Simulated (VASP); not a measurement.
Ti:

```
Ti
1.0
     2.95000    0.00000    0.00000
    -1.47500    2.55477    0.00000
     0.00000    0.00000    4.68000
Ti
2
Direct
  0.33333 0.66667 0.25000
  0.66667 0.33333 0.75000
```

```yaml
Program: VASP 6.6.1
Task: relaxation of cell and atoms
Functional: PBEsol
Potentials_or_basis: VASP PAW PBE potentials, release 64 (Ti_sv)
Cutoff: 600 eV
k_mesh: 18 × 18 × 10
Occupations: gaussian, width 0.1 eV
Spin: no spin polarisation
```

At the start: pressure -6.2 GPa; volume 17.64 Å³/atom.

Task: Where does the relaxation end?

Result: Over 15 steps the energy falls by 18.6 meV/atom and the volume is 16.68 Å³/atom (-5.4 %); space group P6_3/mmc (No. 194, to 0.05 Å).

Step by step:
```tsv
step	energy change (eV)	largest force (eV/Å)	pressure (GPa)	volume (Å³)
1	0.0000	0.0000	-6.17	35.27
2	-0.0123	0.0000	5.67	31.92
3	-0.0372	0.0000	-0.02	33.39
4	-0.0372	0.0000	-0.03	33.35
5	-0.0311	0.0000	2.55	32.63
6	-0.0372	0.0000	0.27	33.32
7	-0.0372	0.0000	-0.24	33.44
8	-0.0373	0.0000	-0.11	33.36
9	-0.0372	0.0000	0.00	33.35
10	-0.0373	0.0000	0.03	33.35
11	-0.0373	0.0000	0.07	33.36
12	-0.0373	0.0000	0.02	33.36
13	-0.0373	0.0000	0.04	33.36
14	-0.0373	0.0000	0.03	33.36
15	-0.0373	0.0000	0.01	33.36
```

Final structure:
```
Ti
1.0
     2.89766    0.00000    0.00000
    -1.44883    2.50945    0.00000
     0.00000    0.00000    4.58808
Ti
2
Direct
  0.33333 0.66667 0.25000
  0.66667 0.33333 0.75000
```

Caveat: the PAW data sets were made with another functional, which shifts forces and pressure a little.
